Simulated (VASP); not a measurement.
# BaS (Fm-3m) in VASP: single point with PBE

Aim: the single point of BaS with PBE.

Everything below comes from runs of VASP 6.6.1. Logs are shortened: lines on timing, memory, paths and dates and some standing lists are left out, and cuts for length are marked.

### Step 1. The cell of the first run

It takes space group Fm-3m (No. 225, cubic). The conventional cell has a = 6.513 Å, b = 6.513 Å, c = 6.513 Å, α = 90.00°, β = 90.00°, γ = 90.00°. Within 4.3 Å of Ba (site symmetry m-3m) lie 6 S at 3.26 Å. S (site symmetry m-3m) has 6 Ba at 3.26 Å within 4.3 Å.

### Step 2. Single point, PBE (volume scaled by 1.06)

The input, INCAR:

```
SYSTEM = BaS
ALGO = Normal
EDIFF = 1E-7
ENCUT = 520
GGA = PE
ISIF = 2
ISMEAR = -1
LASPH = .True.
LCHARG = .False.
LREAL = .False.
LWAVE = .False.
NBANDS = 15
NELM = 100
PREC = Accurate
SIGMA = 0.02
```

The input, KPOINTS:

```
k-points
0
Gamma
  8 8 8
  0 0 0
```

The input, POSCAR:

```
BaS
1.0
    0.0000000000      3.2563884516      3.2563884516
    3.2563884516      0.0000000000      3.2563884516
    3.2563884516      3.2563884516      0.0000000000
Ba S
1 1
Direct
    0.0000000000      0.0000000000      0.0000000000
    0.5000000000      0.5000000000      0.5000000000
```

Potentials or basis: VASP PAW PBE potentials, release 64 (Ba_sv, S).

Launch:

```sh
cat potpaw_PBE.64/Ba_sv/POTCAR potpaw_PBE.64/S/POTCAR > POTCAR
mpirun -np 1 vasp_std > vasp.out
```

OUTCAR:

```text
SYSTEM = BaS
   EDIFF = 1E-7
   ENCUT = 520
   GGA = PE
   ISIF = 2
   ISMEAR = -1
   LASPH = .True.
   LREAL = .False.
   NELM = 100
   PREC = Accurate

 ion  position               nearest neighbor table
   1  0.000  0.000  0.000-   2 3.26   2 3.26   2 3.26   2 3.26   2 3.26   2 3.26
   2  0.500  0.500  0.500-   1 3.26   1 3.26   1 3.26   1 3.26   1 3.26   1 3.26

  LATTYP: Found a face centered cubic cell.
 ALAT       =     6.5127769032

  Lattice vectors:

 A1 = (   0.0000000000,   3.2563884516,   3.2563884516)
 A2 = (   3.2563884516,   0.0000000000,   3.2563884516)
 A3 = (   3.2563884516,   3.2563884516,   0.0000000000)

Analysis of symmetry for initial positions (statically):
=====================================================================
 Subroutine PRICEL returns:
 Original cell was already a primitive cell.

 Routine SETGRP: Setting up the symmetry group for a
 face centered cubic supercell.

 Subroutine GETGRP returns: Found 48 space group operations
 (whereof 48 operations were pure point group operations)
 out of a pool of 48 trial point group operations.

The static configuration has the point symmetry O_h .

Analysis of symmetry for dynamics (positions and initial velocities):
=====================================================================
 Subroutine PRICEL returns:
 Original cell was already a primitive cell.

 Routine SETGRP: Setting up the symmetry group for a
 face centered cubic supercell.

 Subroutine GETGRP returns: Found 48 space group operations
 (whereof 48 operations were pure point group operations)
 out of a pool of 48 trial point group operations.

The dynamic configuration has the point symmetry O_h .

 Subroutine INISYM returns: Found 48 space group operations
 (whereof 48 operations are pure point group operations),
 and found     1 'primitive' translations

----------------------------------------------------------------------------------------

                                     Primitive cell

  volume of cell :      69.0619

  direct lattice vectors                    reciprocal lattice vectors
     0.000000000  3.256388452  3.256388452    -0.153544335  0.153544335  0.153544335
     3.256388452  0.000000000  3.256388452     0.153544335 -0.153544335  0.153544335
     3.256388452  3.256388452  0.000000000     0.153544335  0.153544335 -0.153544335

  length of vectors
     4.605228713  4.605228713  4.605228713     0.265946590  0.265946590  0.265946590

  position of ions in fractional coordinates (direct lattice)
     0.000000000  0.000000000  0.000000000
     0.500000000  0.500000000  0.500000000

  ion indices of the primitive-cell ions
   primitive index   ion index
                 1           1
                 2           2

----------------------------------------------------------------------------------------

 KPOINTS: k-points

Automatic generation of k-mesh.
 Grid dimensions read from file:
 generate k-points for:    8    8    8

 Generating k-lattice:

  Cartesian coordinates                     Fractional coordinates (reciprocal lattice)
    -0.019193042  0.019193042  0.019193042     0.125000000  0.000000000  0.000000000
     0.019193042 -0.019193042  0.019193042     0.000000000  0.125000000  0.000000000
     0.019193042  0.019193042 -0.019193042     0.000000000  0.000000000  0.125000000

  Length of vectors
     0.033243324  0.033243324  0.033243324

  Shift w.r.t. Gamma in fractional coordinates (k-lattice)
     0.000000000  0.000000000  0.000000000

 Subroutine IBZKPT returns following result:
 ===========================================

 Found     29 irreducible k-points:

 Following reciprocal coordinates:
            Coordinates               Weight
  0.000000  0.000000  0.000000      1.000000
  0.125000  0.000000  0.000000      8.000000
  0.250000  0.000000  0.000000      8.000000
  0.375000  0.000000  0.000000      8.000000
  0.500000  0.000000  0.000000      4.000000
  0.125000  0.125000  0.000000      6.000000
[... 16 lines left out ...]
  0.500000  0.250000  0.125000     48.000000
 -0.375000  0.250000  0.125000     24.000000
 [... further k-points ...]
   k-points           NKPTS =     29   k-points in BZ     NKDIM =     29   number of bands    NBANDS=     15
   number of dos      NEDOS =    301   number of ions     NIONS =      2
   total plane-waves  NPLWV =  46656
   dimension x,y,z NGX =    36 NGY =   36 NGZ =   36
   dimension x,y,z NGXF=    72 NGYF=   72 NGZF=   72
   ions per type =               1   1
   NGX,Y,Z   is equivalent  to a cutoff of  13.00, 13.00, 13.00 a.u.
   NGXF,Y,Z  is equivalent  to a cutoff of  25.99, 25.99, 25.99 a.u.
 SYSTEM =  BaS
   PREC   = accura    normal or accurate (medium, high low for compatibility)
   ISTART =      0    job   : 0-new  1-cont  2-samecut
   ICHARG =      2    charge: 1-file 2-atom 10-const
   ISPIN  =      1    spin polarized calculation?
   LNONCOLLINEAR =      F non collinear calculations
   LSORBIT =      F    spin-orbit coupling
   LASPH  =      T    aspherical Exc in radial PAW
   ENCUT  =  520.0 eV  38.22 Ry    6.18 a.u.   8.56  8.56  8.56*2*pi/ulx,y,z
   NELM   =    100;   NELMIN=  2; NELMDL= -5     # of ELM steps
   EDIFF  = 0.1E-06   stopping-criterion for ELM
   LREAL  =      F    real-space projection
   EDIFFG = 0.1E-05   stopping-criterion for IOM
   NSW    =      0    number of steps for IOM
   IBRION =     -1    ionic relax: 0-MD 1-quasi-New 2-CG
   NFREE  =      0    steps in history (QN), initial steepest desc. (CG)
   ISIF   =      2    stress and relaxation
   ISYM   =      2    0-nonsym 1-usesym 2-fastsym
   POTIM  = 0.5000    time-step for ionic-motion
   TEBEG  =    0.0;   TEEND  =   0.0 temperature during run
   PSTRESS=    0.0 pullay stress
   NELECT =      16.0000    total number of electrons
   NUPDOWN=      -1.0000    fix difference up-down
   EMIN   =  10.00;   EMAX   =-10.00  energy-range for DOS
   EFERMI =   0.00;   METHOD = LEGACY
   ISMEAR =    -1;   SIGMA  =   0.02  broadening in eV -4-tet -1-fermi 0-gaus
   EFERMI_NEDOS =   21; number of points for ismear=-14 and -15
   IALGO  =     38    algorithm
   IMIX   =      4    mixing-type and parameters
     AMIX     =   0.40;   BMIX     =  1.00
     AMIX_MAG =   1.60;   BMIX_MAG =  1.00
  volume/ion in A,a.u.               =      34.53       233.03
  Fermi-wavevector in a.u.,A,eV,Ry     =   1.005469  1.900061 13.755049  1.010968
  Thomas-Fermi vector in A             =   2.138150
   LORBIT       =      0    0 simple, 1 ext, 2 COOP (PROOUT), +10 PAW based schemes
   GGA     = PE    functional components
   LHFCALC =     F    Hartree Fock is set to
   AEXX    =    0.0000 exact exchange contribution
   IVDW    =     0    specifies the selected vdW correction
   LEPSILON=     F    determine dielectric tensor
   LRPA    =     F    only Hartree local field effects (RPA)
 non-spin polarized calculation
  energy-cutoff  :      520.00
  volume of cell :       69.06
 maximum number of plane-waves:      1880
 NGX is ok and might be reduce to    36
   NGX = 17   NGY = 17   NGZ = 17

 number of electron      16.0000000 magnetization

 Free energy of the ion-electron system (eV)
  ---------------------------------------------------
  ext. energy  EPLUGINS =         0.00000000
  ---------------------------------------------------
  free energy    TOTEN  =       -10.18864991 eV

  energy without entropy =      -10.18864991  energy(sigma->0) =      -10.18864991

 E-fermi :   1.5424     XC(G=0):  -8.3864

 val. band max:        1.1624138223   @ k =   0.0000   0.0000   0.0000
 cond. band min:       3.3584816142   @ k =   0.5000   0.5000   0.0000
 fundamental gap:      2.1960677919
 Fermi energy:         1.5423746740

 k-point     1 :       0.0000    0.0000    0.0000
  band No.  band energies     occupation
      1     -25.1031      2.00000
      2     -10.1634      2.00000
      3     -10.1634      2.00000
      4     -10.1634      2.00000
      5      -9.1108      2.00000
      6       1.1624      2.00000
      7       1.1624      2.00000
      8       1.1624      2.00000
      9       4.4850      0.00000
     10       5.0157      0.00000
     11       5.0157      0.00000
     12       5.0157      0.00000
     13       5.8818      0.00000
     14       5.8818      0.00000
     15       9.7914      0.00000

 k-point     2 :       0.1250    0.0000    0.0000
  band No.  band energies     occupation
      1     -25.0982      2.00000
      2     -10.3708      2.00000
      3     -10.1683      2.00000
      4     -10.1683      2.00000
      5      -8.8901      2.00000
      6       0.7760      2.00000
      7       0.9759      2.00000
      8       0.9759      2.00000
      9       4.9237      0.00000
     10       5.1516      0.00000
     11       5.2334      0.00000
     12       5.2334      0.00000
     13       6.2948      0.00000
     14       6.2948      0.00000
     15      10.3724      0.00000

 k-point     3 :       0.2500    0.0000    0.0000
  band No.  band energies     occupation
      1     -25.0866      2.00000
      2     -10.7133      2.00000
      3     -10.1799      2.00000
      4     -10.1799      2.00000
      5      -8.5142      2.00000
      6       0.0828      2.00000
      7       0.6017      2.00000
      8       0.6017      2.00000
      9       5.2058      0.00000
     10       5.8407      0.00000
     11       5.8407      0.00000
     12       6.2162      0.00000
     13       7.3361      0.00000
     14       7.3361      0.00000
     15      11.4378      0.00000

 k-point     4 :       0.3750    0.0000    0.0000
  band No.  band energies     occupation
      1     -25.0748      2.00000
      2     -10.9670      2.00000
      3     -10.1914      2.00000
      4     -10.1914      2.00000
      5      -8.2247      2.00000
      6      -0.4541      2.00000
      7       0.2955      2.00000
      8       0.2955      2.00000
      9       5.7697      0.00000
     10       6.6974      0.00000
     11       6.6974      0.00000
     12       7.0007      0.00000
     13       8.6279      0.00000
     14       8.6279      0.00000
     15      11.0102      0.00000
[... 307 lines left out ...]
 k-point    22 :       0.3750    0.2500    0.1250
  band No.  band energies     occupation
      1     -25.0781      2.00000
      2     -10.7327      2.00000
      3     -10.2697      2.00000
      4     -10.2034      2.00000
      5      -8.5010      2.00000
      6      -0.1326      2.00000
      7       0.5318      2.00000
      8       0.8690      2.00000
      9       4.5539      0.00000
     10       5.9865      0.00000
     11       6.5271      0.00000
     12       7.0198      0.00000
     13       7.1760      0.00000
     14       8.9383      0.00000
     15      11.0413      0.00000

 k-point    23 :       0.5000    0.2500    0.1250
  band No.  band energies     occupation
      1     -25.0687      2.00000
      2     -10.8397      2.00000
      3     -10.3110      2.00000
      4     -10.2289      2.00000
      5      -8.4020      2.00000
      6      -0.2102      2.00000
      7       0.3246      2.00000
      8       0.6409      2.00000
      9       5.0053      0.00000
     10       6.5375      0.00000
     11       7.1134      0.00000
     12       7.2457      0.00000
     13       8.3512      0.00000
     14       9.5233      0.00000
     15      10.1079      0.00000

 k-point    24 :      -0.3750    0.2500    0.1250
  band No.  band energies     occupation
      1     -25.0649      2.00000
      2     -10.8821      2.00000
      3     -10.3190      2.00000
      4     -10.2476      2.00000
      5      -8.3645      2.00000
      6      -0.2339      2.00000
      7       0.3629      2.00000
      8       0.4163      2.00000
      9       5.7576      0.00000
     10       5.9185      0.00000
     11       7.5720      0.00000
     12       7.7242      0.00000
     13       8.6771      0.00000
     14       9.5944      0.00000
     15      10.1232      0.00000

 [... further k-points ...]

------------------------ aborting loop because EDIFF is reached ----------------------------------------

  FORCE on cell =-STRESS in cart. coord.  units (eV):
  Direction    XX          YY          ZZ          XY          YZ          ZX
  --------------------------------------------------------------------------------------
  -------------------------------------------------------------------------------------
  Total       -0.4399912     -0.4399912     -0.4399912      0.0000000      0.0000000     -0.0000000
  in kB      -10.2074195    -10.2074195    -10.2074195      0.0000000      0.0000000     -0.0000000
  external PRESSURE =     -10.2074195 kB  Pullay stress =       0.0000000 kB

 VOLUME and BASIS-vectors are now :
 -----------------------------------------------------------------------------
  energy-cutoff  :      520.00
  volume of cell :       69.06
      direct lattice vectors                 reciprocal lattice vectors
     0.000000000  3.256388452  3.256388452    -0.153544335  0.153544335  0.153544335
     3.256388452  0.000000000  3.256388452     0.153544335 -0.153544335  0.153544335
     3.256388452  3.256388452  0.000000000     0.153544335  0.153544335 -0.153544335

 POSITION                                       TOTAL-FORCE (eV/Angst)
 -----------------------------------------------------------------------------------
      0.00000      0.00000      0.00000        -0.000000     -0.000000     -0.000000
      3.25639      3.25639      3.25639         0.000000      0.000000      0.000000
 -----------------------------------------------------------------------------------
    total drift:                                0.000000      0.000000      0.000000

  FREE ENERGIE OF THE ION-ELECTRON SYSTEM (eV)
  ---------------------------------------------------
  free  energy   TOTEN  =       -10.1886499051 eV

  energy  without entropy=      -10.1886499051  energy(sigma->0) =      -10.18864991
```

Wall time 27 s (1 thread of AMD EPYC 7R13 (Zen 3), shared host); peak memory 0.18 GiB.

What came out:

```yaml
Free_energy: -10.1886 eV
Pressure: -1.0 GPa
Band_gap_on_the_k_mesh: 2.20 eV, indirect (least direct gap 2.36 eV)
```

Caveat: spin-orbit coupling is left out, which moves the levels of the heavy elements. A k mesh can miss the band edges.
